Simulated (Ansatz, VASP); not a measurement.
MgO in VASP and in Ansatz

```
CELL_PARAMETERS angstrom
0.00000 2.13515 2.13515
2.13515 0.00000 2.13515
2.13515 2.13515 0.00000
ATOMIC_POSITIONS crystal
Mg 0.00000 0.00000 0.00000
O 0.50000 0.50000 0.52898
```

Change from the starting cell: all O atoms moved +0.087 Å, as atom 2 along Cartesian [1 1 0].

Alike in both runs: task single point; functional r2SCAN; k mesh 10 × 10 × 10; occupations gaussian, width 0.05 eV; no spin polarisation.

|  | VASP | Ansatz |
| --- | --- | --- |
| version | VASP 6.6.1 | Ansatz 0.2.0 |
| potentials or method | VASP PAW PBE potentials, release 64 (Mg, O), cutoff 520 eV | scalar-relativistic, plane waves, PAW |
| valence electrons in the cell | 8 | 16 |

|  | VASP | Ansatz | Ansatz less VASP |
| --- | --- | --- | --- |
| gap on the k mesh at the Fermi level (eV) | 5.19 | 5.22 | +0.025 |
| least direct gap on the mesh (eV) | 5.19 | 5.22 | +0.025 |
| pressure (GPa) | -7.5 | -6.4 | +1.11 |
| traceless stress, the component that is largest in VASP (GPa) | -0.78 | -0.78 | +0.006 |
| rms of the force components (eV/Å) | 0.230 | 0.229 | -0.0011 |

VASP's potentials were made for PBE, not for r2SCAN. Atom by atom the forces differ by 0.001 eV/Å (rms over components). With one functional, cell and mesh, what is left measures potentials, basis and numerics. VASP's potentials hold 8 valence electrons a cell and Ansatz's 16, so a difference there can come from the potentials and not from the codes.
